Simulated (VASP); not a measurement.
Input of a VASP 6.6.1 run:

The input INCAR:

```
SYSTEM = CoSi2
PREC = Accurate
ENCUT = 520
EDIFF = 1E-7
ISMEAR = 0
SIGMA = 0.15
LREAL = .FALSE.
LASPH = .TRUE.
NELM = 80
ALGO = Normal
ISIF = 2
LWAVE = .FALSE.
LCHARG = .FALSE.
GGA = PE
NBANDS = 16
```

File KPOINTS:

```
regular mesh
0
G
  12 12 12
  0 0 0
```

File POSCAR:

```
CoSi2
1.0
    0.0000000000      2.6801763726      2.6801763726
    2.6801763726      0.0000000000      2.6801763726
    2.6801763726      2.6801763726      0.0000000000
Co Si
1 2
Direct
   -0.0156115344      0.0156115344     -0.0156115344
    0.2663795191      0.2336204809      0.2663795191
    0.7663795191      0.7336204809      0.7663795191
```

Potentials or basis: VASP PAW PBE potentials, release 64 (Co, Si).

Launch:

```sh
$ cat potpaw_PBE.64/Co/POTCAR potpaw_PBE.64/Si/POTCAR > POTCAR
$ mpirun -np 1 vasp_std > vasp.out
```

Problem. What does it give for the band gap on the k mesh?

Solution. Zero (an odd number of electrons rules out a gap without spin polarisation).

Problem. Estimate the largest force.

Solution. 1.995 eV/Å.

Problem. What does it give for the pressure?

Solution. 2.2 GPa.

Stress tensor (GPa, compression positive):
```
2.61 0.00 0.00
0.00 1.27 0.00
0.00 0.00 2.61
```

Caveat: the cell differs from its parent crystal (atoms displaced along a vibrational mode); an odd number of electrons without spin polarisation forces a metal; a magnetic or distorted state may lie lower. Spin polarisation is off, so any magnetic state and its effect on volume and gap are missing.
